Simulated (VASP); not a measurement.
Runs of VASP 6.6.1 on Co. The structure is that of space group Fd-3m (No. 227), or close to it. The cells are those of the table. 

```csv
task,cell,k mesh,cutoff (eV),gap on the mesh (eV),pressure (GPa)
relaxation of cell and atoms,"relaxed from a = 3.475 Å, angles 60.0°, 2 atoms",20 × 20 × 20,600,none,0.0
relaxation of cell and atoms,"relaxed from a = 3.272 Å, angles 60.0°, 2 atoms",6 × 6 × 6,600,none,-0.1
single point,"a = 3.475 Å, angles 60.0°, 2 atoms",6 × 6 × 6,520,none,-0.7
single point,"a = 3.478 Å, angles 60.0°, 2 atoms",20 × 20 × 20,520,none,(a)
```

Alike in all rows: level PBE; potentials or basis VASP PAW PBE potentials, release 64 (Co); no spin polarisation; smearing gaussian 0.1 eV.

Q: Estimate the missing entries.

A: (a) -1.0.

Caveats: some runs use coarse meshes; the run has no spin polarisation, though such a crystal can be magnetic; the relaxation stopped at its first step, so nothing moved (some runs).

A gap of «none» marks levels without a gap at the run's occupations.
